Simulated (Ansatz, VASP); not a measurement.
InSb3: VASP beside Ansatz

INCAR

```
ALGO     = Normal         # electronic algorithm
EDIFF    = 1E-8           # SCF threshold, eV
ENCUT    = 520            # plane-wave cutoff, eV
GGA      = PE             # functional
ISIF     = 2              # what is computed and relaxed
ISMEAR   = -1             # smearing method
LASPH    = T              # aspherical terms in the spheres
LCHARG   = F              # write CHGCAR
LEFG     = T            
LREAL    = F              # projectors in reciprocal space
LWAVE    = F              # write WAVECAR
NBANDS   = 22             # bands
NELM     = 100            # most SCF steps
PREC     = Accurate       # precision mode
SIGMA    = 0.05           # smearing width, eV
```

File KPOINTS:

```
k-points
0
Gamma
  9 9 9
```

Contents of POSCAR:

```
InSb3
1.0
    0.0000000000      3.7945550000      3.7945550000
    3.7945550000      0.0000000000      3.7945550000
    3.7945550000      3.7945550000      0.0000000000
In Sb
1 3
Direct
    0.0000000000      0.0000000000      0.0000000000
    0.2500000000      0.2500000000      0.2500000000
    0.7500000000      0.7500000000      0.7500000000
    0.5000000000      0.5000000000      0.5000000000
```

Input for Ansatz:

```yaml
crystal:
  lattice:
    - [0.0, 3.794555, 3.794555]
    - [3.794555, 0.0, 3.794555]
    - [3.794555, 3.794555, 0.0]
  atoms:
    - { symbol: In, position: [0.0, 0.0, 0.0] }
    - { symbol: Sb, position: [0.25, 0.25, 0.25] }
    - { symbol: Sb, position: [0.75, 0.75, 0.75] }
    - { symbol: Sb, position: [0.5, 0.5, 0.5] }
kpoints:
  mp_grid: { grid: [9, 9, 9] }
  band_path:
    path:
      - [0.0, 0.0, 0.0]
      - [0.5, 0.0, 0.5]
      - [0.625, 0.25, 0.625]
      - [0.375, 0.375, 0.75]
      - [0.0, 0.0, 0.0]
      - [0.5, 0.5, 0.5]
      - [0.5, 0.25, 0.75]
      - [0.5, 0.0, 0.5]
    npoints: 8
scf:
  occupations: { method: fermi_dirac, width: 0.05 }
hamiltonian:
  xc: pbe
  pseudopotentials: { kind: all_electron, datasets: crystal }
output:
  forces: true
  stress: true
  eigenvalues: true
  efg: { contact_densities: true }
```

Alike in both runs: task electric field gradients; functional PBE; k mesh 9 × 9 × 9; occupations fermi-dirac, width 0.05 eV; no spin polarisation.

```csv
,VASP,Ansatz
version,VASP 6.6.1,Ansatz 0.2.0
potentials or method,"VASP PAW PBE potentials, release 64 (In_d, Sb), cutoff 520 eV","all-electron PAW with datasets made for the crystal, scalar-relativistic"
```

```csv
,VASP,Ansatz,Ansatz less VASP
pressure (GPa),0.3,0.3,+0.09
```

Ansatz ran all-electron here, and VASP with PAW potentials.

Spin-orbit coupling is off throughout.
